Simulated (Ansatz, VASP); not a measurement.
**Two plane-wave programs on ZrSi3O8**

```
Zr Si O
1.0
     5.50055    0.00000    0.00000
     0.00000    5.50055    0.00000
     0.00000    0.00000    8.03135
Zr Si O
1 3 8
Direct
  0.50000 0.50000 0.50000
  0.00000 0.50000 0.78045
  0.50000 0.00000 0.21955
  0.00000 0.00000 0.00000
  0.00000 0.74914 0.89142
  0.50000 0.23393 0.34183
  0.23393 0.50000 0.65817
  0.74914 0.00000 0.10858
  0.00000 0.25086 0.89142
  0.50000 0.76607 0.34183
  0.76607 0.50000 0.65817
  0.25086 0.00000 0.10858
```

Alike in both runs: functional PBE; k mesh 4 × 4 × 4; occupations gaussian, width 0.02 eV; no spin polarisation.

Ansatz relaxed the structure, and its values are those at the end. VASP's run is a single point on that final structure, the one shown.

|  | VASP | Ansatz |
| --- | --- | --- |
| version | VASP 6.6.1 | Ansatz 0.2.0 |
| potentials or method | VASP PAW PBE potentials, release 64 (Zr_sv, Si, O), cutoff 520 eV | scalar-relativistic, plane waves, PAW |
| valence electrons in the cell | 72 | 72 |

```csv
,VASP,Ansatz,Ansatz less VASP
gap on the k mesh at the Fermi level (eV),4.66,4.66,+0.005
least direct gap on the mesh (eV),4.70,4.70,+0.004
pressure (GPa),0.1,0.0,-0.09
rms of the force components (eV/Å),0.009,0.003,-0.0060
```
